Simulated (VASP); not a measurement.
# BaS in VASP: notebook, part 2 of 2

VASP 6.6.1. The steps go on from the part before.

## (3) Single point, PBE (strain +1.5%)

Input file INCAR:

```
  PREC = Accurate
  ENCUT = 520
  EDIFF = 1E-6
  ISMEAR = -1
  SIGMA = 0.02
  LREAL = False
  LASPH = True
  NELM = 100
  ALGO = Normal
  ISIF = 2
  LWAVE = False
  LCHARG = False
  GGA = PE
  NBANDS = 15
```

Input file KPOINTS:

```
regular mesh
0
Gamma
  8 8 8
```

Input file POSCAR:

```
BaS
1.0
    0.0000000000      3.2612575304      3.2612575304
    3.2612575304      0.0000000000      3.2612575304
    3.2612575304      3.2612575304      0.0000000000
Ba S
1 1
Direct
    0.0000000000      0.0000000000      0.0000000000
    0.5000000000      0.5000000000      0.5000000000
```

Potentials or basis: VASP PAW PBE potentials, release 64 (Ba_sv, S).

Launch:

```sh
> cat potpaw_PBE.64/Ba_sv/POTCAR potpaw_PBE.64/S/POTCAR > POTCAR
> mpirun -np 1 vasp_std > vasp.out
```

OUTCAR:

```text
PREC = Accurate
   ENCUT = 520
   EDIFF = 1E-6
   ISMEAR = -1
   LREAL = False
   LASPH = True
   NELM = 100
   ISIF = 2
   GGA = PE

 ion  position               nearest neighbor table
   1  0.000  0.000  0.000-   2 3.26   2 3.26   2 3.26   2 3.26   2 3.26   2 3.26
   2  0.500  0.500  0.500-   1 3.26   1 3.26   1 3.26   1 3.26   1 3.26   1 3.26

  LATTYP: Found a face centered cubic cell.
 ALAT       =     6.5225150608

  Lattice vectors:

 A1 = (   0.0000000000,   3.2612575304,   3.2612575304)
 A2 = (   3.2612575304,   0.0000000000,   3.2612575304)
 A3 = (   3.2612575304,   3.2612575304,   0.0000000000)

Analysis of symmetry for initial positions (statically):
=====================================================================
 Subroutine PRICEL returns:
 Original cell was already a primitive cell.

 Routine SETGRP: Setting up the symmetry group for a
 face centered cubic supercell.

 Subroutine GETGRP returns: Found 48 space group operations
[... 9 lines left out ...]

 Routine SETGRP: Setting up the symmetry group for a
 face centered cubic supercell.

 Subroutine GETGRP returns: Found 48 space group operations
[... 11 lines left out ...]
                                     Primitive cell

  volume of cell :      69.3722
[... 143 lines left out ...]

 k-point     1 :       0.0000    0.0000    0.0000
  band No.  band energies     occupation
      1     -25.1399      2.00000
      2     -10.2004      2.00000
      3     -10.2004      2.00000
      4     -10.2004      2.00000
      5      -9.1257      2.00000
      6       1.1410      2.00000
      7       1.1410      2.00000
      8       1.1410      2.00000
      9       4.4429      0.00000
     10       4.9923      0.00000
     11       4.9923      0.00000
     12       4.9923      0.00000
     13       5.8539      0.00000
     14       5.8539      0.00000
[... 401 lines left out ...]
      2     -10.9045      2.00000
      3     -10.3534      2.00000
      4     -10.2832      2.00000
      5      -8.3931      2.00000
      6      -0.2489      2.00000
      7       0.3463      2.00000
      8       0.3980      2.00000
      9       5.7283      0.00000
     10       5.8880      0.00000
     11       7.5314      0.00000
     12       7.6779      0.00000
     13       8.6303      0.00000
     14       9.5471      0.00000
     15      10.0656      0.00000

 [... further k-points ...]
[... 5 lines left out ...]
  --------------------------------------------------------------------------------------
  -------------------------------------------------------------------------------------
  Total       -0.5131958     -0.5131958     -0.5131958      0.0000000      0.0000000      0.0000000
  in kB      -11.8524577    -11.8524577    -11.8524577      0.0000000      0.0000000      0.0000000
  external PRESSURE =     -11.8524577 kB  Pullay stress =       0.0000000 kB

 VOLUME and BASIS-vectors are now :
 -----------------------------------------------------------------------------
  energy-cutoff  :      520.00
  volume of cell :       69.37
      direct lattice vectors                 reciprocal lattice vectors
     0.000000000  3.261257530  3.261257530    -0.153315093  0.153315093  0.153315093
     3.261257530  0.000000000  3.261257530     0.153315093 -0.153315093  0.153315093
     3.261257530  3.261257530  0.000000000     0.153315093  0.153315093 -0.153315093

 POSITION                                       TOTAL-FORCE (eV/Angst)
 -----------------------------------------------------------------------------------
      0.00000      0.00000      0.00000        -0.000000      0.000000      0.000000
      3.26126      3.26126      3.26126         0.000000     -0.000000      0.000000
 -----------------------------------------------------------------------------------
    total drift:                                0.000000      0.000000      0.000000

  FREE ENERGIE OF THE ION-ELECTRON SYSTEM (eV)
  ---------------------------------------------------
  free  energy   TOTEN  =       -10.1865495033 eV

  energy  without entropy=      -10.1865495033  energy(sigma->0) =      -10.18654950
```

Run time: 12 s. Hardware: 1 thread of Intel Xeon 6975P-C (Granite Rapids), shared host; peak memory 0.21 GiB.

What came out:

```yaml
Free_energy: -10.1865 eV
Pressure: -1.2 GPa
Band_gap_on_the_k_mesh: 2.20 eV, indirect (least direct gap 2.37 eV)
```

Levels at points of the mesh, in eV from the valence-band top:
```tsv
k point	band 4	band 5	band 6	band 7	band 8	band 9	band 10	band 11	band 12	band 13
(0.00, 0.00, 0.00)	-11.34	-10.27	0.00	0.00	0.00	3.30	3.85	3.85	3.85	4.71
(0.50, 0.00, 0.00)	-11.37	-9.29	-1.80	-0.97	-0.97	5.33	5.50	6.07	6.07	8.44
(0.50, 0.50, 0.00)	-11.49	-10.17	-0.58	-0.16	-0.16	2.20	5.66	5.77	7.16	7.16
```

Caveat: the cell differs from its parent crystal (strain +1.5%); spin-orbit coupling is left out, which moves the levels of the heavy elements. A k mesh can miss the band edges.

## (4) Single point, PBE (epitaxial xy strain -2.2%)

Input file INCAR:

```
  PREC = Accurate
  ENCUT = 520
  EDIFF = 1E-6
  ISMEAR = -1
  SIGMA = 0.02
  LREAL = F
  LASPH = T
  NELM = 100
  ALGO = Normal
  ISIF = 2
  LWAVE = F
  LCHARG = F
  GGA = PE
  NBANDS = 15
```

KPOINTS is that of step 3.

Input file POSCAR:

```
BaS
1.0
    0.0000000000      3.1404940055      3.2383429285
    3.1404940055      0.0000000000      3.2383429285
    3.1404940055      3.1404940055      0.0000000000
Ba S
1 1
Direct
    0.0000000000      0.0000000000      0.0000000000
    0.5000000000      0.5000000000      0.5000000000
```

Launch:

```sh
> cat potpaw_PBE.64/Ba_sv/POTCAR potpaw_PBE.64/S/POTCAR > POTCAR
> mpirun -np 1 vasp_std > vasp.out
```

It took 26 s on 1 thread of Intel Xeon 6975P-C (Granite Rapids), shared host; peak memory 0.23 GiB.

Results (log left out):

| Property | Result |
| --- | --- |
| Free energy | -10.1577 eV |
| Pressure | 2.5 GPa |
| Band gap on the k mesh | 2.03 eV, indirect (least direct gap 2.15 eV) |

Stress tensor (GPa, compression positive):
```
3.47 0.00 0.00
0.00 3.47 0.00
0.00 0.00 0.64
```

Levels at points of the mesh, in eV from the valence-band top:
```csv
k point,band 5,band 6,band 7,band 8,band 9,band 10,band 11,band 12
"(0.00, 0.00, 0.00)",-10.43,-0.10,0.00,0.00,3.61,3.69,3.91,3.91
"(0.50, 0.00, 0.00)",-9.08,-2.02,-1.17,-1.16,5.57,5.71,6.32,6.39
"(0.50, 0.50, 0.00)",-10.34,-0.64,-0.12,-0.12,2.05,5.90,6.11,7.58
"(0.50, 0.00, 0.50)",-10.34,-0.48,-0.24,-0.12,2.03,5.86,6.24,7.40
```

Caveat: the cell differs from its parent crystal (epitaxial xy strain -2.2%); spin-orbit coupling is left out, which moves the levels of the heavy elements. A k mesh can miss the band edges.

## (5) Summary

| level | cell | k mesh | smearing | grid for exact exchange (PRECFOCK) | screening parameter | gap on the mesh (eV) | pressure (GPa) |
| --- | --- | --- | --- | --- | --- | --- | --- |
| HSE06 | a = 4.511, b = 4.511, c = 4.441 Å, angles 60.5, 60.5, 59.0°, 2 atoms | 6 × 6 × 6 | gaussian 0.01 eV | Normal | 0.2079 1/Å | 2.94 | 2.1 |
| PBE | a = 4.612 Å, angles 60.0°, 2 atoms | 8 × 8 × 8 | fermi-dirac 0.02 eV | - | - | 2.20 | -1.2 |
| PBE | a = 4.511, b = 4.511, c = 4.441 Å, angles 60.5, 60.5, 59.0°, 2 atoms | 8 × 8 × 8 | fermi-dirac 0.02 eV | - | - | 2.03 | 2.5 |

Alike in all rows: task single point; potentials or basis VASP PAW PBE potentials, release 64 (Ba_sv, S); no spin polarisation; cutoff (eV) 520.

Caveats: spin-orbit coupling is left out, which moves the levels of the heavy elements; the PAW data sets were made with another functional, which shifts forces and pressure a little (some runs).

Absolute energies hang on the potentials; compare differences alone.
